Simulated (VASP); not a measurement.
The system is CdGaC4N4.

```
Cd Ga C N
1.0
     3.65115   -4.08590    0.00000
     3.65115    4.08590    0.00000
     0.00000    0.00000    7.30229
Cd Ga C N
1 1 4 4
Cartesian
  3.6511 0.0000 3.6511
  0.0000 0.0000 0.0000
  5.9616 0.0000 5.9616
  1.3407 0.0000 1.3407
  5.9616 0.0000 1.3407
  1.3407 0.0000 5.9616
  5.1343 0.0000 5.1343
  2.1680 0.0000 2.1680
  5.1343 0.0000 2.1680
  2.1680 0.0000 5.1343
```

- Program: VASP 6.6.1
- Task: relaxation of cell and atoms
- Functional: PBE
- Potentials or basis: VASP PAW PBE potentials, release 64 (Cd, Ga_d, C, N)
- Cutoff: 600 eV
- k mesh: 4 × 4 × 4
- Occupations: gaussian, width 0.1 eV
- Spin: no spin polarisation

At the start: pressure 8.5 GPa; volume 21.79 Å³/atom.

Question: Where does the relaxation end?

Answer: Over 16 steps the energy falls by 99.1 meV/atom and the volume is 24.15 Å³/atom (+10.9 %); space group Cmmm (No. 65, to 0.1 Å) before and after.

Step by step:
```
step  energy change (eV)  largest force (eV/Å)  pressure (GPa)  volume (Å³)
   1              0.0000                1.8505            8.52       217.87
   2              0.4425                9.4409            4.06       255.92
   3             -0.7179                3.4365            5.41       233.17
   4             -0.5216                3.8091           -6.01       253.25
   5             -0.9891                0.1016           -0.14       241.50
   6             -0.9892                0.1259           -0.03       241.32
   7             -0.9891                0.1840            0.06       241.16
   8             -0.9897                0.0864            0.11       240.76
   9             -0.9897                0.0696            0.11       240.69
  10             -0.9901                0.0964            0.04       240.83
  11             -0.9905                0.2028           -0.18       241.22
  12             -0.9907                0.1909           -0.18       241.25
  13             -0.9909                0.1549           -0.18       241.33
  14             -0.9913                0.0833           -0.18       241.50
  15             -0.9913                0.0494           -0.18       241.58
  16             -0.9914                0.0359           -0.15       241.53
```

Final structure:
```yaml
crystal:
  lattice:
    - [3.84612, -4.08134, 0.00000]
    - [3.84612, 4.08134, 0.00000]
    - [0.00000, 0.00000, 7.69337]
  atoms:
    - { symbol: Cd, position: [0.50000, 0.50000, 0.50000] }
    - { symbol: Ga, position: [0.00000, 0.00000, 0.00000] }
    - { symbol: C, position: [0.81319, 0.81319, 0.81326] }
    - { symbol: C, position: [0.18681, 0.18681, 0.18674] }
    - { symbol: C, position: [0.81319, 0.81319, 0.18674] }
    - { symbol: C, position: [0.18681, 0.18681, 0.81326] }
    - { symbol: N, position: [0.70559, 0.70559, 0.70520] }
    - { symbol: N, position: [0.29441, 0.29441, 0.29480] }
    - { symbol: N, position: [0.70559, 0.70559, 0.29480] }
    - { symbol: N, position: [0.29441, 0.29441, 0.70520] }
```

Caveat: an odd number of electrons without spin polarisation forces a metal; a magnetic or distorted state may lie lower.
